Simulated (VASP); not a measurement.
A run of VASP 6.6.1 is set up as follows.

The input INCAR:

```
ALGO = Normal
EDIFF = 1E-6
ENCUT = 520
GGA = PE
GGA_COMPAT = False
ISIF = 2
ISMEAR = -1
LASPH = True
LCHARG = True
LELF = True
LREAL = False
LVHAR = True
LWAVE = False
NBANDS = 112
NELECT = 186.0
NELM = 120
PREC = Accurate
SIGMA = 0.01
```

The input KPOINTS:

```
k-points
0
Gamma
  1 1 1
```

File POSCAR:

```
Hf8CuO16
1.0
   -3.6047748000      3.6047748000      5.2647067900
    3.6047748000     -3.6047748000      5.2647067900
    3.6047748000      3.6047748000     -5.2647067900
Hf O Cu
8 16 1
Direct
   -0.0585851178     -0.0345746858      0.4428161660
   -0.0062820038      0.4848383599     -0.0493303851
    0.5124684963     -0.0354768115     -0.0530499938
    0.4459188480      0.4724832298      0.4639182038
   -0.0217466406      0.0019205721     -0.0454503736
   -0.0409507035      0.4566659550      0.4501532380
    0.4624342686     -0.0485212741      0.4488282365
    0.4888431306      0.5143303043     -0.0508296843
    0.1152769795      0.3271885346      0.7075182684
    0.1454472988      0.8191046272      0.3414676947
    0.6512568578      0.3227535831      0.3572238597
    0.6222035406      0.8281272733      0.7100963644
    0.5193655760      0.1961588672      0.8499169895
    0.3779867882      0.5888002564      0.2113504669
    0.8773335622      0.0874431955      0.2093598819
    1.0235454599      0.6956711264      0.8482370185
    0.0813938041      0.3836075368      0.2126661371
    0.1739083243      0.9699166446      0.8034520986
    0.6916958104      0.5309197555      0.8437200528
    0.5831981296      0.8823446839      0.2077153380
    0.3150808942      0.1525491203      0.3502065855
    0.3250762300      0.6197754039      0.7080503944
    0.8255162345      0.1187528894      0.7104145335
    0.8045785587      0.6436794841      0.3265942585
    0.3230177902      0.2696104336      0.0017579432
```

Potentials or basis: VASP PAW PBE potentials, release 64 (Hf_pv, O, Cu).

Command:

```console
$ cat potpaw_PBE.64/Hf_pv/POTCAR potpaw_PBE.64/O/POTCAR potpaw_PBE.64/Cu/POTCAR > POTCAR
$ mpirun -np 1 vasp_gam > vasp.out
```

(1) What does it give for the largest force?

## Answers

(1) 0.105 eV/Å.

Caveat: the k points lie up to 1.06 Å⁻¹ apart, too coarse for converged energies, forces and pressures; the cell carries a net charge on a neutralising background, which shifts energy and pressure.
